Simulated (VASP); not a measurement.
# PbSe (Fm-3m) in VASP: a series of runs

Runs on PbSe. Level: PBEsol. Tasks: single point.

Everything below comes from runs of VASP 6.6.1. Logs are shortened: lines on timing, memory, paths and dates and some standing lists are left out, and cuts for length are marked.

## 1. The cell of the first run

It takes space group Fm-3m (No. 225, cubic). The conventional cell has a = 6.165 Å, b = 6.165 Å, c = 6.165 Å, α = 90.00°, β = 90.00°, γ = 90.00°. Within 4.1 Å of Pb (site symmetry m-3m) lie 6 Se at 3.08 Å. Within 4.1 Å of Se (site symmetry m-3m) lie 6 Pb at 3.08 Å.

## 2. Single point, PBEsol (volume scaled by 1.02)

Contents of INCAR:

```
SYSTEM = PbSe
PREC     = Accurate       ! precision mode
ENCUT    = 520            ! plane-wave cutoff, eV
EDIFF    = 1E-6           ! SCF threshold, eV
ISMEAR   = -1             ! smearing method
SIGMA    = 0.02           ! smearing width, eV
LREAL    = .FALSE.        ! projectors in reciprocal space
LASPH    = .TRUE.         ! aspherical terms in the spheres
NELM     = 80             ! most SCF steps
ALGO     = Normal         ! electronic algorithm
ISIF     = 2              ! what is computed and relaxed
LWAVE    = .FALSE.        ! write WAVECAR
LCHARG   = .TRUE.         ! write CHGCAR
GGA      = PS             ! functional
LELF     = .TRUE.         ! ELF
LVHAR    = .TRUE.       
NBANDS   = 17             ! bands
```

Contents of KPOINTS:

```
Automatic mesh
0
G
  7 7 7
  0 0 0
```

Contents of POSCAR:

```
PbSe
1.0
    0.0000000000      3.0824297301      3.0824297301
    3.0824297301      0.0000000000      3.0824297301
    3.0824297301      3.0824297301      0.0000000000
Pb Se
1 1
Direct
    0.0000000000      0.0000000000      0.0000000000
    0.5000000000      0.5000000000      0.5000000000
```

Potentials or basis: VASP PAW PBE potentials, release 64 (Pb_d, Se).

On the command line:

```bash
$ cat potpaw_PBE.64/Pb_d/POTCAR potpaw_PBE.64/Se/POTCAR > POTCAR
$ mpirun -np 1 vasp_std > vasp.out
```

OUTCAR:

```text
SYSTEM = PbSe
   PREC = Accurate
   ENCUT = 520
   EDIFF = 1E-6
   ISMEAR = -1
   LREAL = .FALSE.
   LASPH = .TRUE.
   NELM = 80
   ISIF = 2
   GGA = PS

 ion  position               nearest neighbor table
   1  0.000  0.000  0.000-   2 3.08   2 3.08   2 3.08   2 3.08   2 3.08   2 3.08
   2  0.500  0.500  0.500-   1 3.08   1 3.08   1 3.08   1 3.08   1 3.08   1 3.08

  LATTYP: Found a face centered cubic cell.
 ALAT       =     6.1648594602

  Lattice vectors:

 A1 = (   0.0000000000,   3.0824297301,   3.0824297301)
 A2 = (   3.0824297301,   0.0000000000,   3.0824297301)
 A3 = (   3.0824297301,   3.0824297301,   0.0000000000)

Analysis of symmetry for initial positions (statically):
=====================================================================
 Subroutine PRICEL returns:
 Original cell was already a primitive cell.

 Routine SETGRP: Setting up the symmetry group for a
 face centered cubic supercell.

 Subroutine GETGRP returns: Found 48 space group operations
 (whereof 48 operations were pure point group operations)
 out of a pool of 48 trial point group operations.

The static configuration has the point symmetry O_h .

Analysis of symmetry for dynamics (positions and initial velocities):
=====================================================================
 Subroutine PRICEL returns:
 Original cell was already a primitive cell.

 Routine SETGRP: Setting up the symmetry group for a
 face centered cubic supercell.

 Subroutine GETGRP returns: Found 48 space group operations
 (whereof 48 operations were pure point group operations)
 out of a pool of 48 trial point group operations.

The dynamic configuration has the point symmetry O_h .

 Subroutine INISYM returns: Found 48 space group operations
 (whereof 48 operations are pure point group operations),
 and found     1 'primitive' translations

----------------------------------------------------------------------------------------

                                     Primitive cell

  volume of cell :      58.5746

  direct lattice vectors                    reciprocal lattice vectors
     0.000000000  3.082429730  3.082429730    -0.162209699  0.162209699  0.162209699
     3.082429730  0.000000000  3.082429730     0.162209699 -0.162209699  0.162209699
     3.082429730  3.082429730  0.000000000     0.162209699  0.162209699 -0.162209699

  length of vectors
     4.359213929  4.359213929  4.359213929     0.280955441  0.280955441  0.280955441

[... 72 lines left out ...]
   LASPH  =      T    aspherical Exc in radial PAW
   ENCUT  =  520.0 eV  38.22 Ry    6.18 a.u.   8.11  8.11  8.11*2*pi/ulx,y,z
   NELM   =     80;   NELMIN=  2; NELMDL= -5     # of ELM steps
   EDIFF  = 0.1E-05   stopping-criterion for ELM
   LREAL  =      F    real-space projection
   EDIFFG = 0.1E-04   stopping-criterion for IOM
   NSW    =      0    number of steps for IOM
   IBRION =     -1    ionic relax: 0-MD 1-quasi-New 2-CG
   NFREE  =      0    steps in history (QN), initial steepest desc. (CG)
   ISIF   =      2    stress and relaxation
   ISYM   =      2    0-nonsym 1-usesym 2-fastsym
   POTIM  = 0.5000    time-step for ionic-motion
   TEBEG  =    0.0;   TEEND  =   0.0 temperature during run
   PSTRESS=    0.0 pullay stress
   NELECT =      20.0000    total number of electrons
   NUPDOWN=      -1.0000    fix difference up-down
   EMIN   =  10.00;   EMAX   =-10.00  energy-range for DOS
   EFERMI =   0.00;   METHOD = LEGACY
   ISMEAR =    -1;   SIGMA  =   0.02  broadening in eV -4-tet -1-fermi 0-gaus
   EFERMI_NEDOS =   21; number of points for ismear=-14 and -15
   IALGO  =     38    algorithm
   IMIX   =      4    mixing-type and parameters
     AMIX     =   0.40;   BMIX     =  1.00
     AMIX_MAG =   1.60;   BMIX_MAG =  1.00
  volume/ion in A,a.u.               =      29.29       197.64
  Fermi-wavevector in a.u.,A,eV,Ry     =   1.144234  2.162289 17.813730  1.309272
  Thomas-Fermi vector in A             =   2.280927
   LORBIT       =      0    0 simple, 1 ext, 2 COOP (PROOUT), +10 PAW based schemes
   GGA     = PS    functional components
   LHFCALC =     F    Hartree Fock is set to
   AEXX    =    0.0000 exact exchange contribution
   IVDW    =     0    specifies the selected vdW correction
   LEPSILON=     F    determine dielectric tensor
   LRPA    =     F    only Hartree local field effects (RPA)
 non-spin polarized calculation
  energy-cutoff  :      520.00
  volume of cell :       58.57
 maximum number of plane-waves:      1600
   NGX = 17   NGY = 17   NGZ = 17

 number of electron      19.9999994 magnetization

 Free energy of the ion-electron system (eV)
  ---------------------------------------------------
  ext. energy  EPLUGINS =         0.00000000
  ---------------------------------------------------
  free energy    TOTEN  =        -8.91125969 eV

  energy without entropy =       -8.91125969  energy(sigma->0) =       -8.91125969

 E-fermi :   4.7823     XC(G=0):  -9.6229

 val. band max:        4.3846019009   @ k =   0.4286   0.0000   0.0000
 cond. band min:       5.2230423998   @ k =   0.4286   0.0000   0.0000
 fundamental gap:      0.8384404989
 Fermi energy:         4.7822514320

 k-point     1 :       0.0000    0.0000    0.0000
  band No.  band energies     occupation
      1     -12.0623      2.00000
      2     -12.0623      2.00000
      3     -12.0623      2.00000
      4     -12.0597      2.00000
      5     -12.0597      2.00000
      6      -8.7803      2.00000
[... 377 lines left out ...]
      4     -12.0439      2.00000
      5     -12.0226      2.00000
      6      -7.4105      2.00000
[... 9 lines left out ...]
     16      16.1603      0.00000
     17      16.5665      0.00000

------------------------ aborting loop because EDIFF is reached ----------------------------------------

  FORCE on cell =-STRESS in cart. coord.  units (eV):
  Direction    XX          YY          ZZ          XY          YZ          ZX
  --------------------------------------------------------------------------------------
  -------------------------------------------------------------------------------------
  Total       -0.5821449     -0.5821449     -0.5821449     -0.0000000      0.0000000      0.0000000
  in kB      -15.9232664    -15.9232664    -15.9232664     -0.0000000      0.0000000      0.0000000
  external PRESSURE =     -15.9232664 kB  Pullay stress =       0.0000000 kB

 VOLUME and BASIS-vectors are now :
 -----------------------------------------------------------------------------
  energy-cutoff  :      520.00
  volume of cell :       58.57
      direct lattice vectors                 reciprocal lattice vectors
     0.000000000  3.082429730  3.082429730    -0.162209699  0.162209699  0.162209699
     3.082429730  0.000000000  3.082429730     0.162209699 -0.162209699  0.162209699
     3.082429730  3.082429730  0.000000000     0.162209699  0.162209699 -0.162209699

 POSITION                                       TOTAL-FORCE (eV/Angst)
 -----------------------------------------------------------------------------------
      0.00000      0.00000      0.00000         0.000000     -0.000000      0.000000
      3.08243      3.08243      3.08243         0.000000      0.000000     -0.000000
 -----------------------------------------------------------------------------------
    total drift:                                0.000000     -0.000000     -0.000000

  FREE ENERGIE OF THE ION-ELECTRON SYSTEM (eV)
  ---------------------------------------------------
  free  energy   TOTEN  =        -8.9112596915 eV

  energy  without entropy=       -8.9112596915  energy(sigma->0) =       -8.91125969
```

stdout:

```text
POSCAR found type information on POSCAR PbSe
 POSCAR found :  2 types and       2 ions
 scaLAPACK will be used
 -----------------------------------------------------------------------------
|                                                                             |
|                                                                             |
|     You enforced a specific xc type in the INCAR file but a different       |
|     I HOPE YOU KNOW WHAT YOU ARE DOING!                                     |
|                                                                             |
 -----------------------------------------------------------------------------

 LDA part: xc-table for (Slater+PW92), standard interpolation
 POSCAR, INCAR and KPOINTS ok, starting setup
 FFT: planning ... GRIDC
 FFT: planning ... GRID_SOFT
 FFT: planning ... GRID
 WAVECAR not read
 entering main loop
```

Run time: 14 s. Hardware: 1 thread of AMD EPYC 7R13, shared host; peak memory 0.18 GiB.

What came out:

* Free energy: -8.9113 eV
* Pressure: -1.6 GPa

Caveat: this odd mesh misses L, where the gap lies, so gap, dielectric constants and Born charges aren't listed; the PAW data sets were made with another functional, which shifts forces and pressure a little; spin-orbit coupling is left out, which moves the levels of the heavy elements.

## 3. Single point, PBEsol (volume scaled by 1.04)

Contents of INCAR:

```
PREC = Accurate
ENCUT = 520
EDIFF = 1E-6
ISMEAR = -1
SIGMA = 0.02
LREAL = False
LASPH = True
NELM = 80
ALGO = Normal
ISIF = 2
LWAVE = False
LCHARG = True
GGA = PS
LELF = True
LVHAR = True
NBANDS = 17
```

Contents of KPOINTS:

```
regular mesh
0
Gamma
  7 7 7
```

Contents of POSCAR:

```
PbSe
1.0
    0.0000000000      3.1024460684      3.1024460684
    3.1024460684      0.0000000000      3.1024460684
    3.1024460684      3.1024460684      0.0000000000
Pb Se
1 1
Direct
    0.0000000000      0.0000000000      0.0000000000
    0.5000000000      0.5000000000      0.5000000000
```

Potentials or basis: VASP PAW PBE potentials, release 64 (Pb_d, Se).

On the command line:

```bash
$ cat potpaw_PBE.64/Pb_d/POTCAR potpaw_PBE.64/Se/POTCAR > POTCAR
$ mpirun -np 1 vasp_std > vasp.out
```

Wall time 21 s (1 thread of AMD EPYC 7R13, shared host); peak memory 0.2 GiB.

It converged, with:

| Item | Value |
| --- | --- |
| Free energy | -8.8971 eV |
| Pressure | -2.5 GPa |

Levels at points of the mesh, in eV from the Fermi level:
| k point | band 6 | band 7 | band 8 | band 9 | band 10 | band 11 | band 12 | band 13 | band 14 | band 15 |
| --- | --- | --- | --- | --- | --- | --- | --- | --- | --- | --- |
| (0.00, 0.00, 0.00) | -13.46 | -6.58 | -1.88 | -1.88 | -1.88 | 4.40 | 4.40 | 4.40 | 6.35 | 6.35 |

Caveat: this odd mesh misses L, where the gap lies, so gap, dielectric constants and Born charges aren't listed; the PAW data sets were made with another functional, which shifts forces and pressure a little; spin-orbit coupling is left out, which moves the levels of the heavy elements.

## 4. Single point, PBEsol (volume scaled by 1.06)

Contents of INCAR:

```
SYSTEM = PbSe
  ALGO = Normal
  EDIFF = 1E-7
  ENCUT = 520
  GGA = PS
  ISIF = 2
  ISMEAR = -1
  LASPH = .True.
  LCHARG = .False.
  LREAL = .False.
  LWAVE = .False.
  NBANDS = 17
  NELM = 100
  PREC = Accurate
  SIGMA = 0.02
```

Contents of KPOINTS:

```
k-points
0
Gamma
  7 7 7
  0 0 0
```

Contents of POSCAR:

```
PbSe
1.0
    0.0000000000      3.1222074042      3.1222074042
    3.1222074042      0.0000000000      3.1222074042
    3.1222074042      3.1222074042      0.0000000000
Pb Se
1 1
Direct
    0.0000000000      0.0000000000      0.0000000000
    0.5000000000      0.5000000000      0.5000000000
```

Potentials or basis: VASP PAW PBE potentials, release 64 (Pb_d, Se).

On the command line:

```bash
$ cat potpaw_PBE.64/Pb_d/POTCAR potpaw_PBE.64/Se/POTCAR > POTCAR
$ mpirun -np 1 vasp_std > vasp.out
```

OUTCAR:

```text
SYSTEM = PbSe
   EDIFF = 1E-7
   ENCUT = 520
   GGA = PS
   ISIF = 2
   ISMEAR = -1
   LASPH = .True.
   LREAL = .False.
   NELM = 100
   PREC = Accurate

 ion  position               nearest neighbor table
   1  0.000  0.000  0.000-   2 3.12   2 3.12   2 3.12   2 3.12   2 3.12   2 3.12
   2  0.500  0.500  0.500-   1 3.12   1 3.12   1 3.12   1 3.12   1 3.12   1 3.12

  LATTYP: Found a face centered cubic cell.
 ALAT       =     6.2444148084

  Lattice vectors:

 A1 = (   0.0000000000,   3.1222074042,   3.1222074042)
 A2 = (   3.1222074042,   0.0000000000,   3.1222074042)
 A3 = (   3.1222074042,   3.1222074042,   0.0000000000)

Analysis of symmetry for initial positions (statically):
=====================================================================
 Subroutine PRICEL returns:
 Original cell was already a primitive cell.

 Routine SETGRP: Setting up the symmetry group for a
 face centered cubic supercell.

 Subroutine GETGRP returns: Found 48 space group operations
 (whereof 48 operations were pure point group operations)
 out of a pool of 48 trial point group operations.

The static configuration has the point symmetry O_h .

Analysis of symmetry for dynamics (positions and initial velocities):
=====================================================================
 Subroutine PRICEL returns:
 Original cell was already a primitive cell.

 Routine SETGRP: Setting up the symmetry group for a
 face centered cubic supercell.

 Subroutine GETGRP returns: Found 48 space group operations
 (whereof 48 operations were pure point group operations)
 out of a pool of 48 trial point group operations.

The dynamic configuration has the point symmetry O_h .

 Subroutine INISYM returns: Found 48 space group operations
 (whereof 48 operations are pure point group operations),
 and found     1 'primitive' translations

[... 106 lines left out ...]
   IALGO  =     38    algorithm
   IMIX   =      4    mixing-type and parameters
     AMIX     =   0.40;   BMIX     =  1.00
     AMIX_MAG =   1.60;   BMIX_MAG =  1.00
  volume/ion in A,a.u.               =      30.44       205.39
  Fermi-wavevector in a.u.,A,eV,Ry     =   1.129657  2.134741 17.362719  1.276124
  Thomas-Fermi vector in A             =   2.266351
   LORBIT       =      0    0 simple, 1 ext, 2 COOP (PROOUT), +10 PAW based schemes
   GGA     = PS    functional components
   LHFCALC =     F    Hartree Fock is set to
   AEXX    =    0.0000 exact exchange contribution
   IVDW    =     0    specifies the selected vdW correction
   LEPSILON=     F    determine dielectric tensor
   LRPA    =     F    only Hartree local field effects (RPA)
 non-spin polarized calculation
  energy-cutoff  :      520.00
  volume of cell :       60.87
 maximum number of plane-waves:      1652
 NGX is ok and might be reduce to    36
   NGX = 17   NGY = 17   NGZ = 17

 number of electron      20.0000001 magnetization

 Free energy of the ion-electron system (eV)
  ---------------------------------------------------
  ext. energy  EPLUGINS =         0.00000000
  ---------------------------------------------------
  free energy    TOTEN  =        -8.87711408 eV

  energy without entropy =       -8.87711408  energy(sigma->0) =       -8.87711408

 E-fermi :   4.3791     XC(G=0):  -9.4487

 val. band max:        3.9442261845   @ k =   0.4286   0.0000   0.0000
 cond. band min:       4.8184875548   @ k =   0.4286   0.0000   0.0000
 fundamental gap:      0.8742613702
 Fermi energy:         4.3790992641

 k-point     1 :       0.0000    0.0000    0.0000
  band No.  band energies     occupation
      1     -12.4643      2.00000
      2     -12.4643      2.00000
      3     -12.4643      2.00000
      4     -12.4599      2.00000
      5     -12.4599      2.00000
      6      -8.9266      2.00000
[... 377 lines left out ...]
      4     -12.4484      2.00000
      5     -12.4303      2.00000
      6      -7.6909      2.00000
[... 9 lines left out ...]
     16      15.6623      0.00000
     17      15.9546      0.00000

------------------------ aborting loop because EDIFF is reached ----------------------------------------

  FORCE on cell =-STRESS in cart. coord.  units (eV):
  Direction    XX          YY          ZZ          XY          YZ          ZX
  --------------------------------------------------------------------------------------
  -------------------------------------------------------------------------------------
  Total       -1.2227463     -1.2227463     -1.2227463      0.0000000      0.0000000      0.0000000
  in kB      -32.1833845    -32.1833845    -32.1833845      0.0000000      0.0000000      0.0000000
  external PRESSURE =     -32.1833845 kB  Pullay stress =       0.0000000 kB

 VOLUME and BASIS-vectors are now :
 -----------------------------------------------------------------------------
  energy-cutoff  :      520.00
  volume of cell :       60.87
      direct lattice vectors                 reciprocal lattice vectors
     0.000000000  3.122207404  3.122207404    -0.160143109  0.160143109  0.160143109
     3.122207404  0.000000000  3.122207404     0.160143109 -0.160143109  0.160143109
     3.122207404  3.122207404  0.000000000     0.160143109  0.160143109 -0.160143109

 POSITION                                       TOTAL-FORCE (eV/Angst)
 -----------------------------------------------------------------------------------
      0.00000      0.00000      0.00000         0.000000      0.000000      0.000000
      3.12221      3.12221      3.12221         0.000000      0.000000     -0.000000
 -----------------------------------------------------------------------------------
    total drift:                                0.000000      0.000000      0.000000

  FREE ENERGIE OF THE ION-ELECTRON SYSTEM (eV)
  ---------------------------------------------------
  free  energy   TOTEN  =        -8.8771140811 eV

  energy  without entropy=       -8.8771140811  energy(sigma->0) =       -8.87711408
```

It took 21 s on 1 thread of AMD EPYC 7R13, shared host; peak memory 0.21 GiB.

Results:

| Quantity | Value |
| --- | --- |
| Free energy | -8.8771 eV |
| Pressure | -3.2 GPa |

Caveat: this odd mesh misses L, where the gap lies, so gap, dielectric constants and Born charges aren't listed; the PAW data sets were made with another functional, which shifts forces and pressure a little; spin-orbit coupling is left out, which moves the levels of the heavy elements.

## 5. Overview

| cell | pressure (GPa) |
| --- | --- |
| a = 4.359 Å, angles 60.0°, 2 atoms | -1.6 |
| a = 4.388 Å, angles 60.0°, 2 atoms | -2.5 |
| a = 4.415 Å, angles 60.0°, 2 atoms | -3.2 |

Alike in all rows: task single point; level PBEsol; potentials or basis VASP PAW PBE potentials, release 64 (Pb_d, Se); no spin polarisation; k mesh 7 × 7 × 7; cutoff (eV) 520; smearing fermi-dirac 0.02 eV.

Caveats: the PAW data sets were made with another functional, which shifts forces and pressure a little; spin-orbit coupling is left out, which moves the levels of the heavy elements.

Total energies depend on the potentials used, so only differences within one code and one set of settings carry meaning.
